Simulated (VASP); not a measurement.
A run of VASP 6.6.1 is set up as follows.

Contents of INCAR:

```
SYSTEM = ZrC
PREC     = Accurate       ! precision mode
ENCUT    = 520            ! plane-wave cutoff, eV
EDIFF    = 1E-6           ! SCF threshold, eV
ISMEAR   = 0              ! smearing method
SIGMA    = 0.1            ! smearing width, eV
LREAL    = .False.        ! projectors in reciprocal space
LASPH    = .True.         ! aspherical terms in the spheres
NELM     = 100            ! most SCF steps
ALGO     = Normal         ! electronic algorithm
ISIF     = 2              ! what is computed and relaxed
LWAVE    = .False.        ! write WAVECAR
LCHARG   = .False.        ! write CHGCAR
GGA      = PE             ! functional
NBANDS   = 51             ! bands
```

File KPOINTS:

```
Automatic mesh
0
Gamma
  12 12 4
  0 0 0
```

File POSCAR:

```
ZrC
1.0
    3.3337158655      0.0000000000      0.0000000000
   -1.6668579328      2.8870826286      0.0000000000
    0.0000000000      0.0000000000     13.5661889609
Zr C
5 5
Direct
    0.0000000000      0.0000000000     -0.0002380032
    0.3333333333      0.6666666667      0.2002380032
    0.0000000000      0.0000000000      0.4008419397
    0.6666666667      0.3333333333      0.6000000000
    0.3333333333      0.6666666667      0.7991580603
    0.6666666667      0.3333333333      0.1000000000
    0.6666666667      0.3333333333      0.3024728132
    0.3333333333      0.6666666667      0.5004191832
    0.0000000000      0.0000000000      0.6995808168
    0.6666666667      0.3333333333      0.8975271868
```

Potentials or basis: VASP PAW PBE potentials, release 64 (Zr_sv, C).

Run with:

```bash
$ cat potpaw_PBE.64/Zr_sv/POTCAR potpaw_PBE.64/C/POTCAR > POTCAR
$ mpirun -np 1 vasp_std > vasp.out
```

(1) Estimate the band gap on the k mesh.

(2) Estimate the pressure.

## Answers

(1) zero (bands 40 and 41 overlap by 1.15 eV).

(2) 0.2 GPa.
